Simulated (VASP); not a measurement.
# Hg (P6_3/mmc) in VASP: single point with r2SCAN

Aim: the single point of Hg with r2SCAN.

Everything below comes from runs of VASP 6.6.1. Logs are shortened: lines on timing, memory, paths and dates and some standing lists are left out, and cuts for length are marked.

## 1. The cell of the first run

It takes space group P6_3/mmc (No. 194, hexagonal). Conventional cell: a = 3.577 Å, b = 3.577 Å, c = 11.165 Å, α = 90.00°, β = 90.00°, γ = 120.00°. Hg (site symmetry -3m) has 12 Hg at 3.47 to 3.58 Å within 4.6 Å. Hg (site symmetry -6m2) has 12 Hg at 3.47 to 3.58 Å within 4.6 Å.

## 2. Single point, r2SCAN (strained)

Input file POSCAR:

```
Hg
1.0
    3.5771748510      0.0000000000      0.0000000000
   -1.7885874255      3.0979242948      0.0000000000
    0.0000000000      0.0000000000     11.1651003679
Hg
4
Direct
    0.0000000000      0.0000000000      0.0000000000
    0.3333333300      0.6666666700      0.2500000000
    0.0000000000      0.0000000000      0.5000000000
    0.6666666700      0.3333333300      0.7500000000
```

Input file INCAR.step1:

```
SYSTEM = Hg
ALGO = Normal
EDIFF = 1E-4
ENCUT = 520
GGA = PE
ISMEAR = 0
LASPH = .True.
LCHARG = .False.
LREAL = .False.
LWAVE = .True.
NBANDS = 32
NELM = 60
PREC = Accurate
SIGMA = 0.05
```

Input file INCAR.step2:

```
SYSTEM = Hg
ALGO = Normal
EDIFF = 1E-6
ENCUT = 520
ISIF = 2
ISMEAR = 0
ISTART = 1
LASPH = .True.
LCHARG = .False.
LMIXTAU = .True.
LREAL = .False.
LWAVE = .False.
METAGGA = R2SCAN
NBANDS = 32
NELM = 60
PREC = Accurate
SIGMA = 0.05
```

Input file KPOINTS:

```
k-points
0
Gamma
  12 12 4
  0 0 0
```

Potentials or basis: VASP PAW PBE potentials, release 64 (Hg).

Started as:

```sh
> cat potpaw_PBE.64/Hg/POTCAR > POTCAR
> cp INCAR.step1 INCAR
> mpirun -np 1 vasp_std > vasp.out
> cp INCAR.step2 INCAR
> mpirun -np 1 vasp_std > vasp.out
```

OUTCAR:

```text
SYSTEM = Hg
   EDIFF = 1E-6
   ENCUT = 520
   ISIF = 2
   ISMEAR = 0
   ISTART = 1
   LASPH = .True.
   LREAL = .False.
   METAGGA = R2SCAN
   NELM = 60
   PREC = Accurate

 ion  position               nearest neighbor table
   1  0.000  0.000  0.000-   2 3.47   4 3.47   4 3.47   2 3.47   4 3.47   2 3.47
   2  0.333  0.667  0.250-   1 3.47   3 3.47   1 3.47   3 3.47   1 3.47   3 3.47
   3  0.000  0.000  0.500-   2 3.47   4 3.47   4 3.47   2 3.47   4 3.47   2 3.47
   4  0.667  0.333  0.750-   1 3.47   3 3.47   1 3.47   3 3.47   1 3.47   3 3.47

  LATTYP: Found a hexagonal cell.
 ALAT       =     3.5771748510
 C/A-ratio  =     3.1212062124

  Lattice vectors:

 A1 = (   3.5771748510,   0.0000000000,   0.0000000000)
 A2 = (  -1.7885874255,   3.0979242948,   0.0000000000)
 A3 = (   0.0000000000,   0.0000000000,  11.1651003679)

Analysis of symmetry for initial positions (statically):
=====================================================================
 Subroutine PRICEL returns:
 Original cell was already a primitive cell.

 Routine SETGRP: Setting up the symmetry group for a
 hexagonal supercell.

 Subroutine GETGRP returns: Found 24 space group operations
 (whereof 12 operations were pure point group operations)
 out of a pool of 24 trial point group operations.

The static configuration has the point symmetry D_3d.
 The point group associated with its full space group is D_6h.

Analysis of symmetry for dynamics (positions and initial velocities):
=====================================================================
 Subroutine PRICEL returns:
 Original cell was already a primitive cell.

 Routine SETGRP: Setting up the symmetry group for a
 hexagonal supercell.

 Subroutine GETGRP returns: Found 24 space group operations
 (whereof 12 operations were pure point group operations)
 out of a pool of 24 trial point group operations.

The dynamic configuration has the point symmetry D_3d.
 The point group associated with its full space group is D_6h.

 Subroutine INISYM returns: Found 24 space group operations
 (whereof 12 operations are pure point group operations),
 and found     1 'primitive' translations

----------------------------------------------------------------------------------------

                                     Primitive cell

  volume of cell :     123.7296

  direct lattice vectors                    reciprocal lattice vectors
     3.577174851  0.000000000  0.000000000     0.279550215  0.161398392  0.000000000
    -1.788587426  3.097924295  0.000000000     0.000000000  0.322796784  0.000000000
     0.000000000  0.000000000 11.165100368     0.000000000  0.000000000  0.089564802

  length of vectors
     3.577174851  3.577174851 11.165100368     0.322796784  0.322796784  0.089564802

  position of ions in fractional coordinates (direct lattice)
     0.000000000  0.000000000  0.000000000
     0.333333330  0.666666670  0.250000000
     0.000000000  0.000000000  0.500000000
     0.666666670  0.333333330  0.750000000

  ion indices of the primitive-cell ions
   primitive index   ion index
                 1           1
                 2           2
                 3           3
                 4           4

----------------------------------------------------------------------------------------

 KPOINTS: k-points

Automatic generation of k-mesh.
 Grid dimensions read from file:
 generate k-points for:   12   12    4

 Generating k-lattice:

  Cartesian coordinates                     Fractional coordinates (reciprocal lattice)
     0.023295851  0.013449866  0.000000000     0.083333333  0.000000000  0.000000000
     0.000000000  0.026899732  0.000000000     0.000000000  0.083333333  0.000000000
     0.000000000  0.000000000  0.022391200     0.000000000  0.000000000  0.250000000

  Length of vectors
     0.026899732  0.026899732  0.022391200

  Shift w.r.t. Gamma in fractional coordinates (k-lattice)
     0.000000000  0.000000000  0.000000000

 Subroutine IBZKPT returns following result:
 ===========================================

 Found     57 irreducible k-points:

 Following reciprocal coordinates:
            Coordinates               Weight
  0.000000  0.000000  0.000000      1.000000
  0.083333  0.000000  0.000000      6.000000
  0.166667  0.000000  0.000000      6.000000
  0.250000  0.000000  0.000000      6.000000
  0.333333  0.000000  0.000000      6.000000
  0.416667  0.000000  0.000000      6.000000
[... 16 lines left out ...]
  0.250000  0.000000  0.250000     12.000000
  0.333333  0.000000  0.250000     12.000000
 [... further k-points ...]
   k-points           NKPTS =     57   k-points in BZ     NKDIM =     57   number of bands    NBANDS=     32
   number of dos      NEDOS =    301   number of ions     NIONS =      4
   total plane-waves  NPLWV =  65856
   dimension x,y,z NGX =    28 NGY =   28 NGZ =   84
   dimension x,y,z NGXF=    56 NGYF=   56 NGZF=  168
   ions per type =               4
   NGX,Y,Z   is equivalent  to a cutoff of  13.01, 13.01, 12.51 a.u.
   NGXF,Y,Z  is equivalent  to a cutoff of  26.03, 26.03, 25.01 a.u.
 SYSTEM =  Hg
   PREC   = accura    normal or accurate (medium, high low for compatibility)
   ISTART =      1    job   : 0-new  1-cont  2-samecut
   ICHARG =      0    charge: 1-file 2-atom 10-const
   ISPIN  =      1    spin polarized calculation?
   LNONCOLLINEAR =      F non collinear calculations
   LSORBIT =      F    spin-orbit coupling
   LASPH  =      T    aspherical Exc in radial PAW
   ENCUT  =  520.0 eV  38.22 Ry    6.18 a.u.   6.65  6.65 20.76*2*pi/ulx,y,z
   NELM   =     60;   NELMIN=  2; NELMDL=  0     # of ELM steps
   EDIFF  = 0.1E-05   stopping-criterion for ELM
   LREAL  =      F    real-space projection
   EDIFFG = 0.1E-04   stopping-criterion for IOM
   NSW    =      0    number of steps for IOM
   IBRION =     -1    ionic relax: 0-MD 1-quasi-New 2-CG
   NFREE  =      0    steps in history (QN), initial steepest desc. (CG)
   ISIF   =      2    stress and relaxation
   ISYM   =      2    0-nonsym 1-usesym 2-fastsym
   POTIM  = 0.5000    time-step for ionic-motion
   TEBEG  =    0.0;   TEEND  =   0.0 temperature during run
   PSTRESS=    0.0 pullay stress
   NELECT =      48.0000    total number of electrons
   NUPDOWN=      -1.0000    fix difference up-down
   EMIN   =  10.00;   EMAX   =-10.00  energy-range for DOS
   EFERMI =   0.00;   METHOD = LEGACY
   ISMEAR =     0;   SIGMA  =   0.05  broadening in eV -4-tet -1-fermi 0-gaus
   EFERMI_NEDOS =   21; number of points for ismear=-14 and -15
   IALGO  =     38    algorithm
   IMIX   =      4    mixing-type and parameters
     AMIX     =   0.40;   BMIX     =  1.00
     AMIX_MAG =   1.60;   BMIX_MAG =  1.00
  volume/ion in A,a.u.               =      30.93       208.74
  Fermi-wavevector in a.u.,A,eV,Ry     =   1.193981  2.256297 19.396335  1.425590
  Thomas-Fermi vector in A             =   2.329982
   LORBIT       =      0    0 simple, 1 ext, 2 COOP (PROOUT), +10 PAW based schemes
   METAGGA = R2SCAN    functional components
   LHFCALC =     F    Hartree Fock is set to
   AEXX    =    0.0000 exact exchange contribution
   IVDW    =     0    specifies the selected vdW correction
   LEPSILON=     F    determine dielectric tensor
   LRPA    =     F    only Hartree local field effects (RPA)
 non-spin polarized calculation
 Gauss-broadening in eV      SIGMA  =   0.05
  energy-cutoff  :      520.00
  volume of cell :      123.73
 maximum number of plane-waves:      3368
 NGX is ok and might be reduce to    28
   NGX = 13   NGY = 13   NGZ = 41

 number of electron      48.0000007 magnetization

 Free energy of the ion-electron system (eV)
  ---------------------------------------------------
  ext. energy  EPLUGINS =         0.00000000
  ---------------------------------------------------
  free energy    TOTEN  =      -197.40236714 eV

  energy without entropy =     -197.40236714  energy(sigma->0) =     -197.40236714

 E-fermi :   0.3283     XC(G=0):  -9.8896

 val. band max:        0.0944289894   @ k =   0.2500   0.1667   0.0000
 cond. band min:       0.5478763406   @ k =   0.0000   0.0000   0.0000
 fundamental gap:      0.4534473513
 Fermi energy:         0.3282778641

 k-point     1 :       0.0000    0.0000    0.0000
  band No.  band energies     occupation
      1      -6.4928      2.00000
      2      -6.3057      2.00000
      3      -6.0915      2.00000
      4      -6.0853      2.00000
      5      -5.8992      2.00000
      6      -5.8992      2.00000
[... 24 lines left out ...]
     31      11.9944      0.00000
     32      12.0028      0.00000

 k-point     2 :       0.0833    0.0000    0.0000
  band No.  band energies     occupation
      1      -6.3768      2.00000
      2      -6.2623      2.00000
      3      -6.0485      2.00000
      4      -6.0348      2.00000
      5      -5.9083      2.00000
      6      -5.9016      2.00000
[... 24 lines left out ...]
     31      10.8227      0.00000
     32      11.6454      0.00000

 k-point     3 :       0.1667    0.0000    0.0000
  band No.  band energies     occupation
      1      -6.1810      2.00000
      2      -6.1309      2.00000
      3      -6.0025      2.00000
      4      -5.9899      2.00000
      5      -5.9153      2.00000
      6      -5.8989      2.00000
[... 24 lines left out ...]
     31       9.3728      0.00000
     32      10.7595      0.00000

 k-point     4 :       0.2500    0.0000    0.0000
  band No.  band energies     occupation
      1      -6.1840      2.00000
      2      -6.1536      2.00000
      3      -6.0469      2.00000
      4      -6.0307      2.00000
      5      -5.9911      2.00000
      6      -5.8441      2.00000
[... 24 lines left out ...]
     31       8.3942      0.00000
     32       9.0103      0.00000

 k-point     5 :       0.3333    0.0000    0.0000
  band No.  band energies     occupation
      1      -6.2568      2.00000
      2      -6.2440      2.00000
      3      -6.2012      2.00000
      4      -6.0772      2.00000
      5      -6.0542      2.00000
      6      -5.8844      2.00000
[... 584 lines left out ...]
     31      11.1316      0.00000
     32      11.3843      0.00000

 k-point    22 :       0.1667    0.0000    0.2500
  band No.  band energies     occupation
      1      -6.1635      2.00000
      2      -6.1052      2.00000
      3      -6.0665      2.00000
      4      -5.9477      2.00000
      5      -5.9300      2.00000
      6      -5.8894      2.00000
[... 24 lines left out ...]
     31      10.1610      0.00000
     32      10.2424      0.00000

 k-point    23 :       0.2500    0.0000    0.2500
  band No.  band energies     occupation
      1      -6.1753      2.00000
      2      -6.1446      2.00000
      3      -6.0936      2.00000
      4      -6.0318      2.00000
      5      -5.9566      2.00000
      6      -5.8861      2.00000
[... 24 lines left out ...]
     31       8.5073      0.00000
     32       9.3537      0.00000

 k-point    24 :       0.3333    0.0000    0.2500
  band No.  band energies     occupation
      1      -6.2534      2.00000
      2      -6.2215      2.00000
      3      -6.1564      2.00000
      4      -6.1411      2.00000
      5      -6.0507      2.00000
      6      -5.9470      2.00000
[... 24 lines left out ...]
     31       7.7302      0.00000
     32       8.6274      0.00000

 [... further k-points ...]

------------------------ aborting loop because EDIFF is reached ----------------------------------------

  FORCE on cell =-STRESS in cart. coord.  units (eV):
  Direction    XX          YY          ZZ          XY          YZ          ZX
  --------------------------------------------------------------------------------------
  -------------------------------------------------------------------------------------
  Total       -0.8317519     -0.8317519     -0.7833697      0.0000000      0.0000000      0.0000000
  in kB      -10.7703746    -10.7703746    -10.1438717      0.0000000      0.0000000      0.0000000
  external PRESSURE =     -10.5615403 kB  Pullay stress =       0.0000000 kB

 VOLUME and BASIS-vectors are now :
 -----------------------------------------------------------------------------
  energy-cutoff  :      520.00
  volume of cell :      123.73
      direct lattice vectors                 reciprocal lattice vectors
     3.577174851  0.000000000  0.000000000     0.279550215  0.161398392  0.000000000
    -1.788587426  3.097924295  0.000000000     0.000000000  0.322796784  0.000000000
     0.000000000  0.000000000 11.165100368     0.000000000  0.000000000  0.089564802

 POSITION                                       TOTAL-FORCE (eV/Angst)
 -----------------------------------------------------------------------------------
      0.00000      0.00000      0.00000         0.000000      0.000000      0.000000
     -0.00000      2.06528      2.79128        -0.000000      0.000000      0.000000
      0.00000      0.00000      5.58255         0.000000      0.000000      0.000000
      1.78859      1.03264      8.37383         0.000000      0.000000     -0.000000
 -----------------------------------------------------------------------------------
    total drift:                               -0.000000      0.000000      0.000000

  FREE ENERGIE OF THE ION-ELECTRON SYSTEM (eV)
  ---------------------------------------------------
  free  energy   TOTEN  =      -197.4023671421 eV

  energy  without entropy=     -197.4023671421  energy(sigma->0) =     -197.40236714
```

It took 7.9 min on 1 thread of Intel Xeon 6975P-C (Granite Rapids), shared host; peak memory 0.36 GiB.

What came out:

| Item | Value |
| --- | --- |
| Free energy | -197.4024 eV |
| Pressure | -1.1 GPa |
| Band gap on the k mesh | 0.45 eV (least direct gap 0.89 eV) |

Caveat: the cell differs from its parent crystal (strained); the PAW data sets were made with another functional, which shifts forces and pressure a little; spin-orbit coupling is left out, which moves the levels of the heavy elements. A k mesh can miss the band edges.
